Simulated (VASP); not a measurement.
Set up this calculation in VASP 6.6.1, as the native input.

```
Task                   : single point
Functional             : PBE
Potentials or basis    : VASP PAW PBE potentials, release 64 (Sn_d)
Cutoff                 : 520 eV
k mesh                 : 12 × 12 × 12
Occupations            : gaussian, width 0.15 eV
Spin                   : no spin polarisation
Dipole correction      : no
Further INCAR settings : ALGO = Fast; EDIFF = 1e-06; NBANDS = 21
```

The structure of Sn lies in POSCAR:

```
Sn
1.0
    0.0000000000      3.2942840000      3.3429680000
    3.2942840000      0.0000000000      3.3429680000
    3.2942840000      3.2942840000      0.0000000000
Sn
2
Direct
    0.5000000000      0.5000000000      0.5000000000
    0.7500000000      0.7500000000      0.7500000000
```

This cell differs from its parent crystal: strain +0.015 along x and y, +0.030 along z.

These files were run (other wordings do the same):

INCAR

```
SYSTEM = Sn
PREC = Accurate
ENCUT = 520
EDIFF = 1E-6
ISMEAR = 0
SIGMA = 0.15
LREAL = .False.
LASPH = .True.
NELM = 100
ALGO = Fast
ISIF = 2
LWAVE = .False.
LCHARG = .False.
GGA = PE
NBANDS = 21
```

KPOINTS

```
regular mesh
0
Gamma
  12 12 12
  0 0 0
```

Potentials or basis: VASP PAW PBE potentials, release 64 (Sn_d).

Run with:

```console
$ cat potpaw_PBE.64/Sn_d/POTCAR > POTCAR
$ mpirun -np 1 vasp_std > vasp.out
```

It gave:

- Pressure: 0.5 GPa
- Band gap on the k mesh: zero (band 14 reaches 5.14 eV, above the bottom of band 15 at 4.90 eV)

Caveat: the cell differs from its parent crystal (strain +0.015 along x and y, +0.030 along z); spin-orbit coupling is left out, which moves the levels of the heavy elements.

Wall time 2 min on 1 thread of Intel(R) Xeon(R) 6975P-C (Granite Rapids), with other jobs on the host, peak memory 0.34 GiB.
